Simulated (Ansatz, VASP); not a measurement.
## KI: VASP beside Ansatz

The input POSCAR:

```
KI
1.0
    6.1904370584      0.0000000000      0.0000000000
   -3.0952185292      5.3610757531      0.0000000000
    0.0000000000      0.0000000000      7.0026488884
K I
2 2
Direct
    0.3333333333      0.6666666667     -0.0625000000
    0.6666666667      0.3333333333      0.4375000000
    0.3333333333      0.6666666667      0.4375000000
    0.6666666667      0.3333333333      0.9375000000
```

INCAR.step1

```
  ALGO = Normal
  EDIFF = 1E-4
  ENCUT = 520
  GGA = PE
  ISMEAR = 0
  LASPH = T
  LCHARG = F
  LREAL = F
  LWAVE = T
  NBANDS = 24
  NELM = 80
  PREC = Accurate
  SIGMA = 0.01
```

Contents of INCAR.step2:

```
  ALGO = Normal
  EDIFF = 1E-7
  ENCUT = 520
  ISIF = 2
  ISMEAR = 0
  ISTART = 1
  LASPH = T
  LCHARG = F
  LMIXTAU = T
  LREAL = F
  LWAVE = F
  METAGGA = R2SCAN
  NBANDS = 24
  NELM = 80
  PREC = Accurate
  SIGMA = 0.01
```

KPOINTS

```
k-points
0
Gamma
  6 6 4
```

Input for Ansatz:

```yaml
crystal:
  lattice:
    - [6.1904370584, 0.0, 0.0]
    - [-3.0952185292, 5.3610757531, 0.0]
    - [0.0, 0.0, 7.0026488884]
  atoms:
    - { symbol: K, position: [0.3333333333, 0.6666666667, -0.0625] }
    - { symbol: K, position: [0.6666666667, 0.3333333333, 0.4375] }
    - { symbol: I, position: [0.3333333333, 0.6666666667, 0.4375] }
    - { symbol: I, position: [0.6666666667, 0.3333333333, 0.9375] }
kpoints:
  mp_grid: { grid: [6, 6, 4] }
  band_path:
    path:
      - [0.0, 0.0, 0.0]
      - [0.5, 0.0, 0.0]
      - [0.3333333333, 0.3333333333, 0.0]
      - [0.0, 0.0, 0.5]
      - [0.5, 0.0, 0.5]
      - [0.3333333333, 0.3333333333, 0.5]
    npoints: 1
hamiltonian:
  xc: r2scan
scf:
  occupations: { method: fixed }
  n_extra_bands: 5
output:
  forces: true
  stress: true
  eigenvalues: true
```

Change from the starting cell: epitaxial_xy strain +2.5%.

Alike in both runs: task single point; functional r2SCAN; k mesh 6 × 6 × 4; no spin polarisation.

|  | VASP | Ansatz |
| --- | --- | --- |
| version | VASP 6.6.1 | Ansatz 0.2.0 |
| potentials or method | VASP PAW PBE potentials, release 64 (K_sv, I) | plane waves, PAW |
| plane-wave cutoff (eV) | 520 | 500 |
| occupations | gaussian, width 0.01 eV | fixed |
| valence electrons in the cell | 32 | 52 |

|  | VASP | Ansatz | Ansatz less VASP |
| --- | --- | --- | --- |
| gap on the k mesh at the Fermi level (eV) | 4.31 | 4.32 | +0.003 |
| pressure (GPa) | -0.3 | -0.3 | 0.00 |
| traceless stress, the component that is largest in VASP (GPa) | 0.32 | 0.31 | -0.005 |

VASP's potentials were made for PBE, not for r2SCAN. VASP's potentials hold 32 valence electrons a cell and Ansatz's 52, so a difference there can come from the potentials and not from the codes.

Spin-orbit coupling is off throughout.
